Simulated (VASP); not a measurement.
# Ag (Fm-3m) in VASP: notebook, part 2 of 2

VASP 6.6.1. The steps go on from the part before.

### Step 3. Single point, PBE

INCAR reads:

```
SYSTEM = Ag
PREC = Accurate
ENCUT = 520
EDIFF = 1E-6
ISMEAR = 0
SIGMA = 0.15
LREAL = .False.
LASPH = .True.
NELM = 80
ALGO = Fast
ISIF = 2
LWAVE = .False.
LCHARG = .True.
GGA = PE
LELF = .True.
LVHAR = .True.
NBANDS = 12
```

KPOINTS reads:

```
regular mesh
0
Gamma
  22 22 22
  0 0 0
```

POSCAR reads:

```
Ag
1.0
    0.0000000000      2.0431000000      2.0431000000
    2.0431000000      0.0000000000      2.0431000000
    2.0431000000      2.0431000000      0.0000000000
Ag
1
Direct
    0.0000000000      0.0000000000      0.0000000000
```

Potentials or basis: VASP PAW PBE potentials, release 64 (Ag).

On the command line:

```
$ cat potpaw_PBE.64/Ag/POTCAR > POTCAR
$ mpirun -np 1 vasp_std > vasp.out
```

OUTCAR:

```text
SYSTEM = Ag
   PREC = Accurate
   ENCUT = 520
   EDIFF = 1E-6
   ISMEAR = 0
   LREAL = .False.
   LASPH = .True.
   NELM = 80
   ISIF = 2
   GGA = PE

 ion  position               nearest neighbor table
   1  0.000  0.000  0.000-

  LATTYP: Found a face centered cubic cell.
 ALAT       =     4.0862000000

  Lattice vectors:

 A1 = (   0.0000000000,   2.0431000000,   2.0431000000)
 A2 = (   2.0431000000,   0.0000000000,   2.0431000000)
 A3 = (   2.0431000000,   2.0431000000,   0.0000000000)

Analysis of symmetry for initial positions (statically):
=====================================================================
 Subroutine PRICEL returns:
 Original cell was already a primitive cell.

 Routine SETGRP: Setting up the symmetry group for a
 face centered cubic supercell.

 Subroutine GETGRP returns: Found 48 space group operations
 (whereof 48 operations were pure point group operations)
 out of a pool of 48 trial point group operations.

The static configuration has the point symmetry O_h .

Analysis of symmetry for dynamics (positions and initial velocities):
=====================================================================
 Subroutine PRICEL returns:
 Original cell was already a primitive cell.

 Routine SETGRP: Setting up the symmetry group for a
 face centered cubic supercell.

 Subroutine GETGRP returns: Found 48 space group operations
 (whereof 48 operations were pure point group operations)
 out of a pool of 48 trial point group operations.

The dynamic configuration has the point symmetry O_h .

 Subroutine INISYM returns: Found 48 space group operations
 (whereof 48 operations are pure point group operations),
 and found     1 'primitive' translations

----------------------------------------------------------------------------------------

                                     Primitive cell

  volume of cell :      17.0569

[... 109 lines left out ...]
  Thomas-Fermi vector in A             =   2.535948
   LORBIT       =      0    0 simple, 1 ext, 2 COOP (PROOUT), +10 PAW based schemes
   GGA     = PE    functional components
   LHFCALC =     F    Hartree Fock is set to
   AEXX    =    0.0000 exact exchange contribution
   IVDW    =     0    specifies the selected vdW correction
   LEPSILON=     F    determine dielectric tensor
   LRPA    =     F    only Hartree local field effects (RPA)
 non-spin polarized calculation
 RMM-DIIS sequential band-by-band and
 Gauss-broadening in eV      SIGMA  =   0.15
  energy-cutoff  :      520.00
  volume of cell :       17.06
 maximum number of plane-waves:       477
 NGX is ok and might be reduce to    24

 number of electron      10.9999999 magnetization

 Free energy of the ion-electron system (eV)
  ---------------------------------------------------
  ext. energy  EPLUGINS =         0.00000000
  ---------------------------------------------------
  free energy    TOTEN  =        -2.71050710 eV

  energy without entropy =       -2.70823848  energy(sigma->0) =       -2.70937279

 E-fermi :   8.4587     XC(G=0): -12.2075

 val. band max:        8.4566363350   @ k =   0.5000   0.2727   0.0909
 cond. band min:       8.4674443143   @ k =   0.5000   0.0909   0.0000
 fundamental gap:      0.0108079793
 Fermi energy:         8.4586890956

 k-point     1 :       0.0000    0.0000    0.0000
  band No.  band energies     occupation
      1       0.6599      2.00000
      2       3.6196      2.00000
      3       3.6196      2.00000
      4       3.6196      2.00000
      5       4.6528      2.00000
      6       4.6528      2.00000
      7      24.4488      0.00000
      8      28.0251      0.00000
      9      28.0251      0.00000
     10      28.0251      0.00000
     11      32.8303      0.00000
     12      33.9691      0.00000
[... 331 lines left out ...]
 k-point    24 :      -0.4545    0.0455    0.0000
  band No.  band energies     occupation
      1       2.0735      2.00000
      2       3.5822      2.00000
      3       3.6291      2.00000
      4       5.3186      2.00000
      5       5.4069      2.00000
      6       8.0085      1.99998
      7      12.2952      0.00000
      8      23.6560      0.00000
      9      25.7787      0.00000
     10      26.2902      0.00000
     11      31.4094      0.00000
     12      31.5977      0.00000

 [... further k-points ...]
[... 5 lines left out ...]
  --------------------------------------------------------------------------------------
  -------------------------------------------------------------------------------------
  Total        0.4849510      0.4849510      0.4849510     -0.0000000      0.0000000     -0.0000000
  in kB       45.5522213     45.5522213     45.5522213     -0.0000000      0.0000000     -0.0000000
  external PRESSURE =      45.5522213 kB  Pullay stress =       0.0000000 kB

 VOLUME and BASIS-vectors are now :
 -----------------------------------------------------------------------------
  energy-cutoff  :      520.00
  volume of cell :       17.06
      direct lattice vectors                 reciprocal lattice vectors
     0.000000000  2.043100000  2.043100000    -0.244726151  0.244726151  0.244726151
     2.043100000  0.000000000  2.043100000     0.244726151 -0.244726151  0.244726151
     2.043100000  2.043100000  0.000000000     0.244726151  0.244726151 -0.244726151

 POSITION                                       TOTAL-FORCE (eV/Angst)
 -----------------------------------------------------------------------------------
      0.00000      0.00000      0.00000         0.000000      0.000000      0.000000
 -----------------------------------------------------------------------------------
    total drift:                                0.000000      0.000000     -0.000000

  FREE ENERGIE OF THE ION-ELECTRON SYSTEM (eV)
  ---------------------------------------------------
  free  energy   TOTEN  =        -2.7105070963 eV

  energy  without entropy=       -2.7082384824  energy(sigma->0) =       -2.70937279
```

OSZICAR:

```text
N       E                     dE             d eps       ncg     rms          rms(c)
DAV:   1     0.521167896973E+02    0.52117E+02   -0.55064E+03  7920   0.829E+02
DAV:   2    -0.214224120392E+01   -0.54259E+02   -0.51475E+02  9176   0.195E+02
DAV:   3    -0.296342107474E+01   -0.82118E+00   -0.82078E+00  9212   0.251E+01
DAV:   4    -0.296602298279E+01   -0.26019E-02   -0.26018E-02  9176   0.147E+00
DAV:   5    -0.296604367353E+01   -0.20691E-04   -0.20689E-04  9336   0.117E-01    0.523E+00
RMM:   6    -0.272141893142E+01    0.24462E+00   -0.36633E-01  7943   0.549E+00    0.333E+00
RMM:   7    -0.271338226095E+01    0.80367E-02   -0.94837E-03  8863   0.110E+00    0.193E+00
RMM:   8    -0.271052056238E+01    0.28617E-02   -0.74566E-04  8954   0.260E-01    0.189E-01
RMM:   9    -0.271050435939E+01    0.16203E-04   -0.10952E-04  9630   0.932E-02    0.702E-02
RMM:  10    -0.271050582462E+01   -0.14652E-05   -0.19083E-05  9414   0.351E-02    0.232E-02
RMM:  11    -0.271050705742E+01   -0.12328E-05   -0.51892E-06  8041   0.141E-02    0.673E-03
RMM:  12    -0.271050709631E+01   -0.38893E-07   -0.35223E-07  6127   0.444E-03
   1 F= -.27105071E+01 E0= -.27093728E+01  d E =-.226861E-02
```

stdout:

```text
POSCAR found type information on POSCAR Ag
 POSCAR found :  1 types and       1 ions
 scaLAPACK will be used
 LDA part: xc-table for (Slater+PW92), standard interpolation
 POSCAR, INCAR and KPOINTS ok, starting setup
 FFT: planning ... GRIDC
 FFT: planning ... GRID_SOFT
 FFT: planning ... GRID
 WAVECAR not read
 entering main loop
```

Wall time 20 s (1 thread of Intel Xeon 6975P-C (Granite Rapids), shared host); peak memory 0.19 GiB.

What came out:

* Free energy: -2.7105 eV
* Pressure: 4.6 GPa

### Step 4. Single point, PBE

This run uses another cell than the first one: it holds 2 atoms, not 1.

INCAR reads:

```
SYSTEM = Ag
PREC = Accurate
ENCUT = 520
EDIFF = 1E-7
ISMEAR = 0
SIGMA = 0.15
LREAL = .False.
LASPH = .True.
NELM = 60
ALGO = Fast
ISIF = 2
LWAVE = .False.
LCHARG = .False.
GGA = PE
NBANDS = 18
```

KPOINTS reads:

```
Automatic mesh
0
Gamma
  16 16 12
  0 0 0
```

POSCAR reads:

```
Ag
1.0
    0.0000000000     -2.0431000000     -2.0431000000
    0.0000000000      2.0431000000     -2.0431000000
    4.0862000000      0.0000000000      0.0000000000
Ag
2
Direct
    0.5000000000      0.5000000000      0.5000000000
    0.0000000000      0.0000000000      0.0000000000
```

On the command line:

```
$ cat potpaw_PBE.64/Ag/POTCAR > POTCAR
$ mpirun -np 1 vasp_std > vasp.out
```

Wall time 4.6 min (1 thread of AMD EPYC 7R13, shared host); peak memory 0.24 GiB.

It converged, with:

```
Free energy            : -5.4188 eV
Pressure               : 4.6 GPa
Band gap on the k mesh : zero (band 11 reaches 14.38 eV, above the bottom of band 12 at 5.02 eV)
```

Levels at points of the mesh, in eV from the Fermi level:
```
           k point  band 7  band 8  band 9  band 10  band 11  band 12  band 13  band 14  band 15  band 16
(0.00, 0.00, 0.00)   -3.80   -3.80   -3.04    -2.80    -2.80     1.58     6.71    10.64    10.64    16.00
(0.50, 0.00, 0.00)   -4.18   -4.18   -3.79    -3.79    -0.58    -0.58     9.26     9.26     9.32     9.32
(0.50, 0.50, 0.00)   -2.80   -2.80   -2.80    -2.80     1.58     1.58     6.71     6.71    10.64    10.64
(0.00, 0.00, 0.50)   -3.96   -3.96   -3.83    -3.83    -3.43    -3.43    14.62    14.62    14.62    14.62
(0.50, 0.00, 0.50)   -3.01   -3.01   -3.01    -3.01    -0.43    -0.43     3.57     3.57    15.23    15.23
(0.50, 0.50, 0.50)   -3.79   -3.79   -2.80    -2.80     5.93     5.93     5.93     5.93     6.97     6.97
```

### Step 5. Single point, PBE

This run uses another cell than the first one: it holds 8 atoms, not 1.

INCAR reads:

```
PREC = Accurate ; ENCUT = 520
EDIFF = 1E-7 ; ISMEAR = 0
SIGMA = 0.15 ; LREAL = False
LASPH = True ; NELM = 80
ALGO = Fast ; ISIF = 2
LWAVE = False ; LCHARG = False
GGA = PE ; NBANDS = 54
```

KPOINTS reads:

```
regular mesh
0
Gamma
  10 10 10
```

POSCAR reads:

```
Ag
1.0
   -4.0862000000     -4.0862000000      0.0000000000
    0.0000000000     -4.0862000000      4.0862000000
   -4.0862000000      0.0000000000      4.0862000000
Ag
8
Direct
    0.5000000000      0.0000000000      0.0000000000
    0.0000000000      0.0000000000      0.0000000000
    0.5000000000      0.5000000000      0.0000000000
    0.0000000000      0.5000000000      0.0000000000
    0.5000000000      0.0000000000      0.5000000000
    0.0000000000      0.0000000000      0.5000000000
    0.5000000000      0.5000000000      0.5000000000
    0.0000000000      0.5000000000      0.5000000000
```

Potentials or basis: VASP PAW PBE potentials, release 64 (Ag).

On the command line:

```
$ cat potpaw_PBE.64/Ag/POTCAR > POTCAR
$ mpirun -np 1 vasp_std > vasp.out
```

OUTCAR:

```text
PREC = Accurate
   ENCUT = 520
   EDIFF = 1E-7
   ISMEAR = 0
   LREAL = False
   LASPH = True
   NELM = 80
   ISIF = 2
   GGA = PE

 ion  position               nearest neighbor table
   1  0.500  0.000  0.000-   2 2.89   3 2.89   5 2.89   5 2.89   6 2.89   7 2.89   3 2.89   4 2.89
                             7 2.89   2 2.89   4 2.89   6 2.89
   2  0.000  0.000  0.000-   1 2.89   4 2.89   6 2.89   5 2.89   6 2.89   8 2.89   3 2.89   4 2.89
[... 1600 lines left out ...]
  Total        3.8343310      3.8343310      3.8343310     -0.0000000      0.0000000     -0.0000000
  in kB       45.0206047     45.0206047     45.0206047     -0.0000000      0.0000000     -0.0000000
  external PRESSURE =      45.0206047 kB  Pullay stress =       0.0000000 kB

 VOLUME and BASIS-vectors are now :
 -----------------------------------------------------------------------------
  energy-cutoff  :      520.00
  volume of cell :      136.45
      direct lattice vectors                 reciprocal lattice vectors
    -4.086200000 -4.086200000  0.000000000    -0.122363076 -0.122363076 -0.122363076
     0.000000000 -4.086200000  4.086200000     0.122363076 -0.122363076  0.122363076
    -4.086200000  0.000000000  4.086200000    -0.122363076  0.122363076  0.122363076

 POSITION                                       TOTAL-FORCE (eV/Angst)
 -----------------------------------------------------------------------------------
     -2.04310     -2.04310      0.00000         0.000000     -0.000000      0.000000
      0.00000      0.00000      0.00000         0.000000     -0.000000     -0.000000
     -2.04310     -4.08620      2.04310        -0.000000     -0.000000     -0.000000
      0.00000     -2.04310      2.04310         0.000000     -0.000000      0.000000
     -4.08620     -2.04310      2.04310        -0.000000      0.000000      0.000000
     -2.04310      0.00000      2.04310         0.000000     -0.000000     -0.000000
     -4.08620     -4.08620      4.08620         0.000000      0.000000      0.000000
     -2.04310     -2.04310      4.08620         0.000000      0.000000     -0.000000
 -----------------------------------------------------------------------------------
    total drift:                               -0.000000     -0.000000      0.000000

  FREE ENERGIE OF THE ION-ELECTRON SYSTEM (eV)
  ---------------------------------------------------
  free  energy   TOTEN  =       -21.6867863746 eV

  energy  without entropy=      -21.6687557229  energy(sigma->0) =      -21.67777105
```

OSZICAR:

```text
N       E                     dE             d eps       ncg     rms          rms(c)
DAV:   1     0.640506351588E+03    0.64051E+03   -0.45465E+04  5076   0.163E+03
DAV:   2    -0.542020799877E+01   -0.64593E+03   -0.61819E+03  5214   0.379E+02
DAV:   3    -0.236082230939E+02   -0.18188E+02   -0.17975E+02  5590   0.695E+01
DAV:   4    -0.237260189669E+02   -0.11780E+00   -0.11773E+00  5364   0.537E+00
DAV:   5    -0.237269856619E+02   -0.96670E-03   -0.96668E-03  5444   0.515E-01    0.148E+01
RMM:   6    -0.217629063280E+02    0.19641E+01   -0.63831E+00  5076   0.130E+01    0.944E+00
RMM:   7    -0.217079991640E+02    0.54907E-01   -0.28724E-01  5181   0.236E+00    0.537E+00
RMM:   8    -0.216875795624E+02    0.20420E-01   -0.23211E-02  5242   0.836E-01    0.658E-01
RMM:   9    -0.216867161473E+02    0.86342E-03   -0.51775E-03  5287   0.358E-01    0.102E-01
RMM:  10    -0.216867942918E+02   -0.78145E-04   -0.45791E-04  5328   0.873E-02    0.937E-02
RMM:  11    -0.216867834019E+02    0.10890E-04   -0.10857E-04  5320   0.546E-02    0.206E-02
RMM:  12    -0.216867850460E+02   -0.16441E-05   -0.13996E-05  5363   0.166E-02    0.107E-02
RMM:  13    -0.216867858677E+02   -0.82173E-06   -0.16225E-06  4623   0.524E-03    0.828E-03
RMM:  14    -0.216867864336E+02   -0.56590E-06   -0.47223E-07  3740   0.284E-03    0.360E-03
RMM:  15    -0.216867863746E+02    0.59032E-07   -0.10867E-07  3187   0.131E-03
   1 F= -.21686786E+02 E0= -.21677771E+02  d E =-.180307E-01
```

Wall time 6.2 min (1 thread of Intel Xeon Platinum 8375C at 2.90GHz (Ice Lake), shared host); peak memory 0.46 GiB.

What came out:

- Free energy: -21.6868 eV
- Pressure: 4.5 GPa
- Band gap on the k mesh: zero (band 44 reaches 9.44 eV, above the bottom of band 45 at 7.88 eV)

Levels at points of the mesh, in eV from the Fermi level:
| k point | band 40 | band 41 | band 42 | band 43 | band 44 | band 45 | band 46 | band 47 | band 48 | band 49 |
| --- | --- | --- | --- | --- | --- | --- | --- | --- | --- | --- |
| (0.00, 0.00, 0.00) | -2.78 | -2.78 | -0.41 | -0.41 | -0.41 | -0.41 | 1.60 | 1.60 | 1.60 | 3.59 |
| (0.50, 0.00, 0.00) | -2.93 | -2.93 | -2.93 | 1.00 | 1.00 | 1.00 | 1.00 | 1.00 | 1.00 | 6.10 |
| (0.50, 0.50, 0.00) | -3.41 | -2.78 | -2.78 | -0.56 | -0.56 | -0.56 | -0.56 | 5.95 | 5.95 | 5.95 |

### Step 6. The runs side by side

| cell | k mesh | gap on the mesh (eV) | pressure (GPa) |
| --- | --- | --- | --- |
| a = 2.889 Å, angles 60.0°, 1 atom | 20 × 20 × 20 | none | 4.5 |
| a = 2.889 Å, angles 60.0°, 1 atom | 22 × 22 × 22 | none | 4.6 |
| a = 2.889, b = 2.889, c = 4.086 Å, 2 atoms | 16 × 16 × 12 | none | 4.6 |
| a = 5.779 Å, angles 60.0°, 8 atoms | 10 × 10 × 10 | none | 4.5 |

Alike in all rows: task single point; level PBE; potentials or basis VASP PAW PBE potentials, release 64 (Ag); no spin polarisation; cutoff (eV) 520; smearing gaussian 0.15 eV.

Absolute energies hang on the potentials; compare differences alone.
